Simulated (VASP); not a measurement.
# GaSb (dq5) (F-43m) in VASP: a series of runs

The runs below take GaSb (dq5) through single point, relaxation of cell and atoms, with LDA.

Everything below comes from runs of VASP 6.6.1. Logs are shortened: lines on timing, memory, paths and dates and some standing lists are left out, and cuts for length are marked.

## Step 1: The cell of the first run

It takes space group F-43m (No. 216, cubic). The conventional cell has a = 6.047 Å, b = 6.047 Å, c = 6.047 Å, α = 90.00°, β = 90.00°, γ = 90.00°. Ga (site symmetry -43m) has 4 Sb at 2.62 Å within 3.5 Å. Within 3.5 Å of Sb (site symmetry -43m) lie 4 Ga at 2.62 Å.

## Step 2: Single point, LDA

INCAR reads:

```
PREC = Accurate
ENCUT = 500
EDIFF = 1E-6
ISMEAR = 0
SIGMA = 0.01
LREAL = False
LASPH = True
NELM = 120
ALGO = Normal
ISIF = 2
LWAVE = False
LCHARG = False
NBANDS = 16
GGA_COMPAT = False
```

KPOINTS reads:

```
regular mesh
0
Gamma
  8 8 8
```

POSCAR reads:

```
GaSb
1.0
    0.0000000000      3.0234172919      3.0234172919
    3.0234172919      0.0000000000      3.0234172919
    3.0234172919      3.0234172919      0.0000000000
Ga Sb
1 1
Direct
    0.0000000000      0.0000000000      0.0000000000
    0.2500000000      0.2500000000      0.2500000000
```

Potentials or basis: VASP PAW LDA potentials, release 64 (Ga_d, Sb).

The run is started by

```
cat potpaw_LDA.64/Ga_d/POTCAR potpaw_LDA.64/Sb/POTCAR > POTCAR
mpirun -np 1 vasp_std > vasp.out
```

OUTCAR:

```text
PREC = Accurate
   ENCUT = 500
   EDIFF = 1E-6
   ISMEAR = 0
   LREAL = False
   LASPH = True
   NELM = 120
   ISIF = 2

 ion  position               nearest neighbor table
   1  0.000  0.000  0.000-   2 2.62   2 2.62   2 2.62   2 2.62
   2  0.250  0.250  0.250-   1 2.62   1 2.62   1 2.62   1 2.62

  LATTYP: Found a face centered cubic cell.
 ALAT       =     6.0468345838

  Lattice vectors:

 A1 = (   0.0000000000,   3.0234172919,   3.0234172919)
 A2 = (   3.0234172919,   0.0000000000,   3.0234172919)
 A3 = (   3.0234172919,   3.0234172919,   0.0000000000)

Analysis of symmetry for initial positions (statically):
=====================================================================
 Subroutine PRICEL returns:
 Original cell was already a primitive cell.

 Routine SETGRP: Setting up the symmetry group for a
 face centered cubic supercell.

 Subroutine GETGRP returns: Found 24 space group operations
 (whereof 24 operations were pure point group operations)
 out of a pool of 48 trial point group operations.

The static configuration has the point symmetry T_d .

Analysis of symmetry for dynamics (positions and initial velocities):
=====================================================================
 Subroutine PRICEL returns:
 Original cell was already a primitive cell.

 Routine SETGRP: Setting up the symmetry group for a
 face centered cubic supercell.

 Subroutine GETGRP returns: Found 24 space group operations
 (whereof 24 operations were pure point group operations)
 out of a pool of 48 trial point group operations.

The dynamic configuration has the point symmetry T_d .

 Subroutine INISYM returns: Found 24 space group operations
 (whereof 24 operations are pure point group operations),
 and found     1 'primitive' translations

----------------------------------------------------------------------------------------

                                     Primitive cell

  volume of cell :      55.2744

  direct lattice vectors                    reciprocal lattice vectors
     0.000000000  3.023417292  3.023417292    -0.165375782  0.165375782  0.165375782
     3.023417292  0.000000000  3.023417292     0.165375782 -0.165375782  0.165375782
     3.023417292  3.023417292  0.000000000     0.165375782  0.165375782 -0.165375782

  length of vectors
     4.275757739  4.275757739  4.275757739     0.286439257  0.286439257  0.286439257

  position of ions in fractional coordinates (direct lattice)
     0.000000000  0.000000000  0.000000000
     0.250000000  0.250000000  0.250000000

  ion indices of the primitive-cell ions
   primitive index   ion index
                 1           1
                 2           2

----------------------------------------------------------------------------------------

 KPOINTS: regular mesh

Automatic generation of k-mesh.
 Grid dimensions read from file:
 generate k-points for:    8    8    8

 Generating k-lattice:

  Cartesian coordinates                     Fractional coordinates (reciprocal lattice)
    -0.020671973  0.020671973  0.020671973     0.125000000  0.000000000  0.000000000
     0.020671973 -0.020671973  0.020671973     0.000000000  0.125000000  0.000000000
     0.020671973  0.020671973 -0.020671973     0.000000000  0.000000000  0.125000000

  Length of vectors
     0.035804907  0.035804907  0.035804907

  Shift w.r.t. Gamma in fractional coordinates (k-lattice)
     0.000000000  0.000000000  0.000000000

 Subroutine IBZKPT returns following result:
 ===========================================

 Found     29 irreducible k-points:

 Following reciprocal coordinates:
            Coordinates               Weight
  0.000000  0.000000  0.000000      1.000000
  0.125000  0.000000  0.000000      8.000000
  0.250000  0.000000  0.000000      8.000000
  0.375000  0.000000  0.000000      8.000000
  0.500000  0.000000  0.000000      4.000000
  0.125000  0.125000  0.000000      6.000000
[... 16 lines left out ...]
  0.500000  0.250000  0.125000     48.000000
 -0.375000  0.250000  0.125000     24.000000
 [... further k-points ...]
   k-points           NKPTS =     29   k-points in BZ     NKDIM =     29   number of bands    NBANDS=     16
   number of dos      NEDOS =    301   number of ions     NIONS =      2
   total plane-waves  NPLWV =  32768
   dimension x,y,z NGX =    32 NGY =   32 NGZ =   32
   dimension x,y,z NGXF=    64 NGYF=   64 NGZF=   64
   ions per type =               1   1
   NGX,Y,Z   is equivalent  to a cutoff of  12.44, 12.44, 12.44 a.u.
   NGXF,Y,Z  is equivalent  to a cutoff of  24.88, 24.88, 24.88 a.u.
 SYSTEM =  unknown system
   PREC   = accura    normal or accurate (medium, high low for compatibility)
   ISTART =      0    job   : 0-new  1-cont  2-samecut
   ICHARG =      2    charge: 1-file 2-atom 10-const
   ISPIN  =      1    spin polarized calculation?
   LNONCOLLINEAR =      F non collinear calculations
   LSORBIT =      F    spin-orbit coupling
   LASPH  =      T    aspherical Exc in radial PAW
   ENCUT  =  500.0 eV  36.75 Ry    6.06 a.u.   7.80  7.80  7.80*2*pi/ulx,y,z
   NELM   =    120;   NELMIN=  2; NELMDL= -5     # of ELM steps
   EDIFF  = 0.1E-05   stopping-criterion for ELM
   LREAL  =      F    real-space projection
   EDIFFG = 0.1E-04   stopping-criterion for IOM
   NSW    =      0    number of steps for IOM
   IBRION =     -1    ionic relax: 0-MD 1-quasi-New 2-CG
   NFREE  =      0    steps in history (QN), initial steepest desc. (CG)
   ISIF   =      2    stress and relaxation
   ISYM   =      2    0-nonsym 1-usesym 2-fastsym
   POTIM  = 0.5000    time-step for ionic-motion
   TEBEG  =    0.0;   TEEND  =   0.0 temperature during run
   PSTRESS=    0.0 pullay stress
   NELECT =      18.0000    total number of electrons
   NUPDOWN=      -1.0000    fix difference up-down
   EMIN   =  10.00;   EMAX   =-10.00  energy-range for DOS
   EFERMI =   0.00;   METHOD = LEGACY
   ISMEAR =     0;   SIGMA  =   0.01  broadening in eV -4-tet -1-fermi 0-gaus
   EFERMI_NEDOS =   21; number of points for ismear=-14 and -15
   IALGO  =     38    algorithm
   IMIX   =      4    mixing-type and parameters
     AMIX     =   0.40;   BMIX     =  1.00
     AMIX_MAG =   1.60;   BMIX_MAG =  1.00
  volume/ion in A,a.u.               =      27.64       186.51
  Fermi-wavevector in a.u.,A,eV,Ry     =   1.126309  2.128415 17.259971  1.268572
  Thomas-Fermi vector in A             =   2.262990
   LORBIT       =      0    0 simple, 1 ext, 2 COOP (PROOUT), +10 PAW based schemes
   GGA     = CA    functional components
   LHFCALC =     F    Hartree Fock is set to
   AEXX    =    0.0000 exact exchange contribution
   IVDW    =     0    specifies the selected vdW correction
   LEPSILON=     F    determine dielectric tensor
   LRPA    =     F    only Hartree local field effects (RPA)
 non-spin polarized calculation
 Gauss-broadening in eV      SIGMA  =   0.01
  energy-cutoff  :      500.00
  volume of cell :       55.27
 maximum number of plane-waves:      1424
   NGX = 15   NGY = 15   NGZ = 15

 number of electron      17.9999990 magnetization

 Free energy of the ion-electron system (eV)
  ---------------------------------------------------
  ext. energy  EPLUGINS =         0.00000000
  ---------------------------------------------------
  free energy    TOTEN  =        -8.66631991 eV

  energy without entropy =       -8.66631991  energy(sigma->0) =       -8.66631991

 E-fermi :   5.0922     XC(G=0):  -9.5479

 val. band max:        5.0490743152   @ k =   0.0000   0.0000   0.0000
 cond. band min:       5.1752782436   @ k =   0.0000   0.0000   0.0000
 fundamental gap:      0.1262039284
 Fermi energy:         5.0921954768

 k-point     1 :       0.0000    0.0000    0.0000
  band No.  band energies     occupation
      1     -10.1719      2.00000
      2     -10.1719      2.00000
      3     -10.1719      2.00000
      4     -10.1171      2.00000
      5     -10.1171      2.00000
      6      -6.7168      2.00000
[... 8 lines left out ...]
     15      13.6717      0.00000
     16      13.6717      0.00000

 k-point     2 :       0.1250    0.0000    0.0000
  band No.  band energies     occupation
      1     -10.1767      2.00000
      2     -10.1699      2.00000
      3     -10.1699      2.00000
      4     -10.1174      2.00000
      5     -10.1174      2.00000
      6      -6.5500      2.00000
[... 8 lines left out ...]
     15      12.8271      0.00000
     16      12.8271      0.00000

 k-point     3 :       0.2500    0.0000    0.0000
  band No.  band energies     occupation
      1     -10.1880      2.00000
      2     -10.1653      2.00000
      3     -10.1653      2.00000
      4     -10.1177      2.00000
      5     -10.1177      2.00000
      6      -6.0738      2.00000
[... 8 lines left out ...]
     15      12.6114      0.00000
     16      12.6114      0.00000

 k-point     4 :       0.3750    0.0000    0.0000
  band No.  band energies     occupation
      1     -10.1990      2.00000
      2     -10.1614      2.00000
      3     -10.1614      2.00000
      4     -10.1173      2.00000
      5     -10.1173      2.00000
      6      -5.4079      2.00000
[... 8 lines left out ...]
     15      13.5926      0.00000
     16      13.5926      0.00000

 k-point     5 :       0.5000    0.0000    0.0000
  band No.  band energies     occupation
      1     -10.2035      2.00000
      2     -10.1600      2.00000
      3     -10.1600      2.00000
      4     -10.1170      2.00000
      5     -10.1170      2.00000
      6      -5.0042      2.00000
[... 8 lines left out ...]
     15      14.9741      0.00000
     16      14.9741      0.00000

 k-point     6 :       0.1250    0.1250    0.0000
  band No.  band energies     occupation
      1     -10.1804      2.00000
      2     -10.1680      2.00000
      3     -10.1680      2.00000
      4     -10.1187      2.00000
      5     -10.1165      2.00000
      6      -6.4938      2.00000
[... 8 lines left out ...]
     15      11.8724      0.00000
     16      13.8701      0.00000

 k-point     7 :       0.2500    0.1250    0.0000
  band No.  band energies     occupation
      1     -10.1897      2.00000
      2     -10.1642      2.00000
      3     -10.1633      2.00000
      4     -10.1201      2.00000
      5     -10.1161      2.00000
      6      -6.1172      2.00000
[... 8 lines left out ...]
     15      13.0179      0.00000
     16      13.6244      0.00000

 k-point     8 :       0.3750    0.1250    0.0000
  band No.  band energies     occupation
      1     -10.1996      2.00000
      2     -10.1606      2.00000
      3     -10.1591      2.00000
      4     -10.1203      2.00000
      5     -10.1160      2.00000
      6      -5.4948      2.00000
[... 8 lines left out ...]
     15      13.5567      0.00000
     16      14.2840      0.00000

 k-point     9 :       0.5000    0.1250    0.0000
  band No.  band energies     occupation
      1     -10.2052      2.00000
      2     -10.1587      2.00000
      3     -10.1575      2.00000
      4     -10.1190      2.00000
      5     -10.1166      2.00000
      6      -4.9266      2.00000
[... 8 lines left out ...]
     15      14.7731      0.00000
     16      14.9866      0.00000
[... 172 lines left out ...]
 k-point    19 :       0.5000    0.3750    0.0000
  band No.  band energies     occupation
      1     -10.2190      2.00000
      2     -10.1474      2.00000
      3     -10.1463      2.00000
      4     -10.1288      2.00000
      5     -10.1138      2.00000
      6      -4.3412      2.00000
[... 8 lines left out ...]
     15      15.5361      0.00000
     16      15.9124      0.00000

 k-point    20 :      -0.3750    0.3750    0.0000
  band No.  band energies     occupation
      1     -10.2159      2.00000
      2     -10.1507      2.00000
      3     -10.1480      2.00000
      4     -10.1255      2.00000
      5     -10.1157      2.00000
      6      -4.1944      2.00000
[... 8 lines left out ...]
     15      13.8565      0.00000
     16      17.3260      0.00000

 k-point    21 :       0.5000    0.5000    0.0000
  band No.  band energies     occupation
      1     -10.2225      2.00000
      2     -10.1442      2.00000
      3     -10.1442      2.00000
      4     -10.1311      2.00000
      5     -10.1129      2.00000
      6      -4.1256      2.00000
[... 8 lines left out ...]
     15      15.9842      0.00000
     16      16.3167      0.00000

 k-point    22 :       0.3750    0.2500    0.1250
  band No.  band energies     occupation
      1     -10.1989      2.00000
      2     -10.1600      2.00000
      3     -10.1584      2.00000
      4     -10.1218      2.00000
      5     -10.1158      2.00000
      6      -5.6580      2.00000
[... 8 lines left out ...]
     15      14.0887      0.00000
     16      14.3662      0.00000

 k-point    23 :       0.5000    0.2500    0.1250
  band No.  band energies     occupation
      1     -10.2062      2.00000
      2     -10.1573      2.00000
      3     -10.1547      2.00000
      4     -10.1216      2.00000
      5     -10.1164      2.00000
      6      -5.0185      2.00000
[... 8 lines left out ...]
     15      13.8010      0.00000
     16      15.2105      0.00000

 k-point    24 :      -0.3750    0.2500    0.1250
  band No.  band energies     occupation
      1     -10.2090      2.00000
      2     -10.1565      2.00000
      3     -10.1532      2.00000
      4     -10.1208      2.00000
      5     -10.1172      2.00000
      6      -4.6322      2.00000
[... 8 lines left out ...]
     15      14.6472      0.00000
     16      15.2618      0.00000

 [... further k-points ...]

------------------------ aborting loop because EDIFF is reached ----------------------------------------

  FORCE on cell =-STRESS in cart. coord.  units (eV):
  Direction    XX          YY          ZZ          XY          YZ          ZX
  --------------------------------------------------------------------------------------
  -------------------------------------------------------------------------------------
  Total        0.0719786      0.0719786      0.0719786      0.0000000      0.0000000     -0.0000000
  in kB        2.0863625      2.0863625      2.0863625      0.0000000      0.0000000     -0.0000000
  external PRESSURE =       2.0863625 kB  Pullay stress =       0.0000000 kB

 VOLUME and BASIS-vectors are now :
 -----------------------------------------------------------------------------
  energy-cutoff  :      500.00
  volume of cell :       55.27
      direct lattice vectors                 reciprocal lattice vectors
     0.000000000  3.023417292  3.023417292    -0.165375782  0.165375782  0.165375782
     3.023417292  0.000000000  3.023417292     0.165375782 -0.165375782  0.165375782
     3.023417292  3.023417292  0.000000000     0.165375782  0.165375782 -0.165375782

 POSITION                                       TOTAL-FORCE (eV/Angst)
 -----------------------------------------------------------------------------------
      0.00000      0.00000      0.00000         0.000000      0.000000      0.000000
      1.51171      1.51171      1.51171        -0.000000     -0.000000     -0.000000
 -----------------------------------------------------------------------------------
    total drift:                                0.000000      0.000000      0.000000

  FREE ENERGIE OF THE ION-ELECTRON SYSTEM (eV)
  ---------------------------------------------------
  free  energy   TOTEN  =        -8.6663199100 eV

  energy  without entropy=       -8.6663199100  energy(sigma->0) =       -8.66631991
```

It took 13 s on 1 thread of Intel Xeon Platinum 8488C (Sapphire Rapids), shared host; peak memory 0.16 GiB.

What came out:

| Item | Value |
| --- | --- |
| Free energy | -8.6663 eV |
| Pressure | 0.2 GPa |
| Band gap on the k mesh | 0.13 eV, direct |

Caveat: spin-orbit coupling is left out, which moves the levels of the heavy elements. A k mesh can miss the band edges.

## Step 3: Single point, LDA

INCAR reads:

```
ALGO = Normal ; EDIFF = 1E-6
ENCUT = 500 ; GGA = CA
GGA_COMPAT = False ; ISIF = 2
ISMEAR = 0 ; LASPH = True
LCHARG = False ; LREAL = False
LWAVE = False ; NBANDS = 16
NELM = 120 ; PREC = Accurate
SIGMA = 0.1
```

KPOINTS reads:

```
k-points
0
Gamma
  10 10 10
```

POSCAR reads:

```
GaSb
1.0
    0.0000000000      3.0244336198      3.0244336198
    3.0244336198      0.0000000000      3.0244336198
    3.0244336198      3.0244336198      0.0000000000
Ga Sb
1 1
Direct
    0.0000000000      0.0000000000      0.0000000000
    0.2500000000      0.2500000000      0.2500000000
```

Potentials or basis: VASP PAW LDA potentials, release 64 (Ga_d, Sb).

The run is started by

```
cat potpaw_LDA.64/Ga_d/POTCAR potpaw_LDA.64/Sb/POTCAR > POTCAR
mpirun -np 1 vasp_std > vasp.out
```

Run time: 21 s. Hardware: 1 thread of Intel Xeon Platinum 8488C (Sapphire Rapids), shared host; peak memory 0.18 GiB.

It converged, with:

- Free energy: -8.6722 eV
- Pressure: 0.2 GPa
- Band gap on the k mesh: 0.12 eV, direct

Levels at points of the mesh, in eV from the valence-band top:
```tsv
k point	band 6	band 7	band 8	band 9	band 10	band 11	band 12	band 13
(0.00, 0.00, 0.00)	-11.76	0.00	0.00	0.00	0.12	2.74	2.74	2.74
(0.50, 0.00, 0.00)	-10.05	-6.58	-1.21	-1.21	0.37	3.71	3.71	6.29
(0.50, 0.50, 0.00)	-9.17	-7.01	-2.70	-2.70	0.79	1.10	8.80	8.80
```

Caveat: spin-orbit coupling is left out, which moves the levels of the heavy elements.

[end of part 1 of 2]
